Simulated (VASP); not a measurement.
# B2O (R-3m) in VASP: single point with PBE

Aim: the single point of B2O with PBE.

All numbers are computed with VASP 6.6.1; they aren't measurements. Logs are shortened: lines on timing, memory, paths and dates and some standing lists are left out, and cuts for length are marked.

## Step 1: The cell of the first run

It takes space group R-3m (No. 166, trigonal). Conventional cell: a = 2.488 Å, b = 2.488 Å, c = 11.189 Å, α = 90.00°, β = 90.00°, γ = 120.00°. B (site symmetry 3m) has 9 B at 1.85 to 2.49 Å and 4 O at 1.93 to 2.45 Å within 2.5 Å. O (site symmetry -3m) has 8 B at 1.93 to 2.45 Å and 6 O at 2.49 Å within 2.6 Å.

## Step 2: Single point, PBE

Contents of INCAR:

```
PREC = Accurate ; ENCUT = 520
EDIFF = 1E-7 ; ISMEAR = 0
SIGMA = 0.1 ; LREAL = F
LASPH = T ; NELM = 100
ALGO = Normal ; ISIF = 2
LWAVE = F ; LCHARG = T
GGA = PE ; LELF = T
LVHAR = T ; NBANDS = 13
```

Contents of KPOINTS:

```
regular mesh
0
Gamma
  24 24 24
```

Contents of POSCAR:

```
B2O
1.0
    1.2438588695      0.7181422531      3.7296622804
   -1.2438588695      0.7181422531      3.7296622804
    0.0000000000     -1.4362845062      3.7296622804
B O
2 1
Direct
    0.7814623532      0.7814623532      0.7814623532
    0.2185376468      0.2185376468      0.2185376468
    0.0000000000      0.0000000000      0.0000000000
```

Potentials or basis: VASP PAW PBE potentials, release 64 (B, O).

Run with:

```
> cat potpaw_PBE.64/B/POTCAR potpaw_PBE.64/O/POTCAR > POTCAR
> mpirun -np 1 vasp_std > vasp.out
```

OUTCAR:

```text
PREC = Accurate
   ENCUT = 520
   EDIFF = 1E-7
   ISMEAR = 0
   LREAL = F
   LASPH = T
   NELM = 100
   ISIF = 2
   GGA = PE

 ion  position               nearest neighbor table
   1  0.781  0.781  0.781-   2 1.85   2 1.85   2 1.85   3 1.93   3 1.93   3 1.93
   2  0.219  0.219  0.219-   1 1.85   1 1.85   1 1.85   3 1.93   3 1.93   3 1.93
   3  0.000  0.000  0.000-   1 1.93   2 1.93   1 1.93   1 1.93   2 1.93   2 1.93

  LATTYP: Found a trigonal (rhomboedric) cell.
 ALAT       =     3.9966603444
 COS(alpha) =     0.8062785427

  Lattice vectors:

 A1 = (   1.2438588695,   0.7181422531,   3.7296622804)
 A2 = (  -1.2438588695,   0.7181422531,   3.7296622804)
 A3 = (   0.0000000000,  -1.4362845062,   3.7296622804)

Analysis of symmetry for initial positions (statically):
=====================================================================
 Subroutine PRICEL returns:
 Original cell was already a primitive cell.

 Routine SETGRP: Setting up the symmetry group for a
 trigonal (rhombohedral) supercell.

 Subroutine GETGRP returns: Found 12 space group operations
 (whereof 12 operations were pure point group operations)
 out of a pool of 12 trial point group operations.

The static configuration has the point symmetry D_3d.

Analysis of symmetry for dynamics (positions and initial velocities):
=====================================================================
 Subroutine PRICEL returns:
 Original cell was already a primitive cell.

 Routine SETGRP: Setting up the symmetry group for a
 trigonal (rhombohedral) supercell.

 Subroutine GETGRP returns: Found 12 space group operations
 (whereof 12 operations were pure point group operations)
 out of a pool of 12 trial point group operations.

The dynamic configuration has the point symmetry D_3d.

 Subroutine INISYM returns: Found 12 space group operations
 (whereof 12 operations are pure point group operations),
 and found     1 'primitive' translations

----------------------------------------------------------------------------------------

                                     Primitive cell

  volume of cell :      19.9895

  direct lattice vectors                    reciprocal lattice vectors
     1.243858869  0.718142253  3.729662280     0.401974864  0.232080296  0.089373597
    -1.243858869  0.718142253  3.729662280    -0.401974864  0.232080296  0.089373597
     0.000000000 -1.436284506  3.729662280     0.000000000 -0.464160592  0.089373597

  length of vectors
     3.996660344  3.996660344  3.996660344     0.472686677  0.472686677  0.472686677

  position of ions in fractional coordinates (direct lattice)
     0.781462353  0.781462353  0.781462353
     0.218537647  0.218537647  0.218537647
     0.000000000  0.000000000  0.000000000

  ion indices of the primitive-cell ions
   primitive index   ion index
                 1           1
                 2           2
                 3           3

----------------------------------------------------------------------------------------

 KPOINTS: regular mesh

Automatic generation of k-mesh.
 Grid dimensions read from file:
 generate k-points for:   24   24   24

 Generating k-lattice:

  Cartesian coordinates                     Fractional coordinates (reciprocal lattice)
     0.016748953  0.009670012  0.003723900     0.041666667  0.000000000  0.000000000
    -0.016748953  0.009670012  0.003723900     0.000000000  0.041666667  0.000000000
     0.000000000 -0.019340025  0.003723900     0.000000000  0.000000000  0.041666667

  Length of vectors
     0.019695278  0.019695278  0.019695278

  Shift w.r.t. Gamma in fractional coordinates (k-lattice)
     0.000000000  0.000000000  0.000000000

 Subroutine IBZKPT returns following result:
 ===========================================

 Found   1313 irreducible k-points:

 Following reciprocal coordinates:
            Coordinates               Weight
  0.000000  0.000000  0.000000      1.000000
  0.041667 -0.000000  0.000000      6.000000
  0.083333 -0.000000 -0.000000      6.000000
  0.125000  0.000000 -0.000000      6.000000
  0.166667 -0.000000  0.000000      6.000000
  0.208333 -0.000000  0.000000      6.000000
[... 16 lines left out ...]
  0.416667  0.041667 -0.000000     12.000000
  0.458333  0.041667  0.000000     12.000000
 [... further k-points ...]
   k-points           NKPTS =   1313   k-points in BZ     NKDIM =   1313   number of bands    NBANDS=     13
   number of dos      NEDOS =    301   number of ions     NIONS =      3
   total plane-waves  NPLWV =  27000
   dimension x,y,z NGX =    30 NGY =   30 NGZ =   30
   dimension x,y,z NGXF=    60 NGYF=   60 NGZF=   60
   ions per type =               2   1
   NGX,Y,Z   is equivalent  to a cutoff of  12.48, 12.48, 12.48 a.u.
   NGXF,Y,Z  is equivalent  to a cutoff of  24.96, 24.96, 24.96 a.u.
 SYSTEM =  unknown system
   PREC   = accura    normal or accurate (medium, high low for compatibility)
   ISTART =      0    job   : 0-new  1-cont  2-samecut
   ICHARG =      2    charge: 1-file 2-atom 10-const
   ISPIN  =      1    spin polarized calculation?
   LNONCOLLINEAR =      F non collinear calculations
   LSORBIT =      F    spin-orbit coupling
   LASPH  =      T    aspherical Exc in radial PAW
   ENCUT  =  520.0 eV  38.22 Ry    6.18 a.u.   7.43  7.43  7.43*2*pi/ulx,y,z
   NELM   =    100;   NELMIN=  2; NELMDL= -5     # of ELM steps
   EDIFF  = 0.1E-06   stopping-criterion for ELM
   LREAL  =      F    real-space projection
   EDIFFG = 0.1E-05   stopping-criterion for IOM
   NSW    =      0    number of steps for IOM
   IBRION =     -1    ionic relax: 0-MD 1-quasi-New 2-CG
   NFREE  =      0    steps in history (QN), initial steepest desc. (CG)
   ISIF   =      2    stress and relaxation
   ISYM   =      2    0-nonsym 1-usesym 2-fastsym
   POTIM  = 0.5000    time-step for ionic-motion
   TEBEG  =    0.0;   TEEND  =   0.0 temperature during run
   PSTRESS=    0.0 pullay stress
   NELECT =      12.0000    total number of electrons
   NUPDOWN=      -1.0000    fix difference up-down
   EMIN   =  10.00;   EMAX   =-10.00  energy-range for DOS
   EFERMI =   0.00;   METHOD = LEGACY
   ISMEAR =     0;   SIGMA  =   0.10  broadening in eV -4-tet -1-fermi 0-gaus
   EFERMI_NEDOS =   21; number of points for ismear=-14 and -15
   IALGO  =     38    algorithm
   IMIX   =      4    mixing-type and parameters
     AMIX     =   0.40;   BMIX     =  1.00
     AMIX_MAG =   1.60;   BMIX_MAG =  1.00
  volume/ion in A,a.u.               =       6.66        44.97
  Fermi-wavevector in a.u.,A,eV,Ry     =   1.381024  2.609756 25.949391  1.907226
  Thomas-Fermi vector in A             =   2.505846
   LORBIT       =      0    0 simple, 1 ext, 2 COOP (PROOUT), +10 PAW based schemes
   GGA     = PE    functional components
   LHFCALC =     F    Hartree Fock is set to
   AEXX    =    0.0000 exact exchange contribution
   IVDW    =     0    specifies the selected vdW correction
   LEPSILON=     F    determine dielectric tensor
   LRPA    =     F    only Hartree local field effects (RPA)
 non-spin polarized calculation
 Gauss-broadening in eV      SIGMA  =   0.10
  energy-cutoff  :      520.00
  volume of cell :       19.99
 maximum number of plane-waves:       553
 NGX is ok and might be reduce to    30
   NGX = 15   NGY = 15   NGZ = 15

 number of electron      11.9999999 magnetization

 Free energy of the ion-electron system (eV)
  ---------------------------------------------------
  ext. energy  EPLUGINS =         0.00000000
  ---------------------------------------------------
  free energy    TOTEN  =       -16.04660193 eV

  energy without entropy =      -16.04357296  energy(sigma->0) =      -16.04508744

 E-fermi :   8.1338     XC(G=0): -12.5338

 val. band max:        8.1335060419   @ k =  -0.4583   0.1667   0.0417
 cond. band min:       8.1348207377   @ k =  -0.4167  -0.4583   0.3333
 fundamental gap:      0.0013146958
 Fermi energy:         8.1338300731

 k-point     1 :       0.0000    0.0000    0.0000
  band No.  band energies     occupation
      1     -14.8202      2.00000
      2      -4.0386      2.00000
      3      -2.2442      2.00000
      4       5.2718      2.00000
      5       5.2718      2.00000
      6      11.7028      0.00000
      7      12.9440      0.00000
      8      12.9440      0.00000
      9      13.6499      0.00000
     10      17.6916      0.00000
     11      17.6916      0.00000
     12      24.2191      0.00000
     13      27.2802      0.00000

 k-point     2 :       0.0417   -0.0000    0.0000
  band No.  band energies     occupation
      1     -14.7862      2.00000
      2      -4.0195      2.00000
      3      -2.1882      2.00000
      4       5.0943      2.00000
      5       5.2414      2.00000
      6      11.8286      0.00000
      7      12.7144      0.00000
      8      12.8443      0.00000
      9      13.6584      0.00000
     10      17.6781      0.00000
     11      17.7564      0.00000
     12      23.9006      0.00000
     13      27.2962      0.00000

 k-point     3 :       0.0833   -0.0000   -0.0000
  band No.  band energies     occupation
      1     -14.6848      2.00000
      2      -3.9602      2.00000
      3      -2.0240      2.00000
      4       4.6081      2.00000
      5       5.1536      2.00000
      6      12.0967      0.00000
      7      12.1851      0.00000
      8      12.5690      0.00000
      9      13.6275      0.00000
     10      17.6181      0.00000
     11      17.9307      0.00000
     12      23.1282      0.00000
     13      27.4379      0.00000
[... 305 lines left out ...]
 k-point    23 :       0.4167    0.0417   -0.0000
  band No.  band energies     occupation
      1     -12.4396      2.00000
      2      -2.8103      2.00000
      3      -0.9629      2.00000
      4       1.5318      2.00000
      5       3.7823      2.00000
      6       6.0380      2.00000
      7       9.2958      0.00000
      8       9.7925      0.00000
      9      14.0744      0.00000
     10      15.5583      0.00000
     11      18.7008      0.00000
     12      19.3874      0.00000
     13      25.8849      0.00000

 k-point    24 :       0.4583    0.0417    0.0000
  band No.  band energies     occupation
      1     -12.1926      2.00000
      2      -2.9539      2.00000
      3      -0.8472      2.00000
      4       1.5546      2.00000
      5       3.7046      2.00000
      6       5.8432      2.00000
      7       9.0084      0.00000
      8       9.2631      0.00000
      9      14.0935      0.00000
     10      15.3682      0.00000
     11      18.6411      0.00000
     12      19.3888      0.00000
     13      26.0519      0.00000

 [... further k-points ...]

------------------------ aborting loop because EDIFF is reached ----------------------------------------

  FORCE on cell =-STRESS in cart. coord.  units (eV):
  Direction    XX          YY          ZZ          XY          YZ          ZX
  --------------------------------------------------------------------------------------
  -------------------------------------------------------------------------------------
  Total       -0.0026668     -0.0026668     -0.0015550      0.0000000      0.0000000      0.0000000
  in kB       -0.2137474     -0.2137474     -0.1246384      0.0000000      0.0000000      0.0000000
  external PRESSURE =      -0.1840444 kB  Pullay stress =       0.0000000 kB

 VOLUME and BASIS-vectors are now :
 -----------------------------------------------------------------------------
  energy-cutoff  :      520.00
  volume of cell :       19.99
      direct lattice vectors                 reciprocal lattice vectors
     1.243858869  0.718142253  3.729662280     0.401974864  0.232080296  0.089373597
    -1.243858869  0.718142253  3.729662280    -0.401974864  0.232080296  0.089373597
     0.000000000 -1.436284506  3.729662280     0.000000000 -0.464160592  0.089373597

 POSITION                                       TOTAL-FORCE (eV/Angst)
 -----------------------------------------------------------------------------------
      0.00000      0.00000      8.74377        -0.000000     -0.000000     -0.002954
      0.00000      0.00000      2.44521        -0.000000     -0.000000      0.002954
      0.00000      0.00000      0.00000         0.000000      0.000000     -0.000000
 -----------------------------------------------------------------------------------
    total drift:                                0.000000      0.000000     -0.000000

  FREE ENERGIE OF THE ION-ELECTRON SYSTEM (eV)
  ---------------------------------------------------
  free  energy   TOTEN  =       -16.0466019261 eV

  energy  without entropy=      -16.0435729617  energy(sigma->0) =      -16.04508744
```

Wall time 8.5 min (1 thread of AMD EPYC 7R13 (Zen 3), shared host); peak memory 0.39 GiB.

Results:

```
Free energy            : -16.0466 eV
Pressure               : 0.0 GPa
Band gap on the k mesh : zero (bands 6 and 7 overlap by 5.57 eV)
```

Forces in eV/Å, atoms in the order of the input:
```
B    0.000  0.000 -0.003
B    0.000  0.000  0.003
O    0.000  0.000  0.000
```

Levels at points of the mesh, in eV from the Fermi level:
```tsv
k point	band 2	band 3	band 4	band 5	band 6	band 7	band 8	band 9	band 10	band 11
(0.00, 0.00, 0.00)	-12.17	-10.38	-2.86	-2.86	3.57	4.81	4.81	5.52	9.56	9.56
(0.50, 0.00, 0.00)	-11.26	-8.71	-6.81	-4.35	-2.36	0.52	1.16	5.91	7.10	10.30
(0.50, 0.50, 0.00)	-10.78	-9.63	-7.27	-4.84	-1.93	1.02	3.04	6.84	8.79	8.98
(0.50, 0.50, 0.50)	-15.32	-4.64	-3.01	-3.01	-0.32	5.84	5.84	7.66	8.51	8.51
```
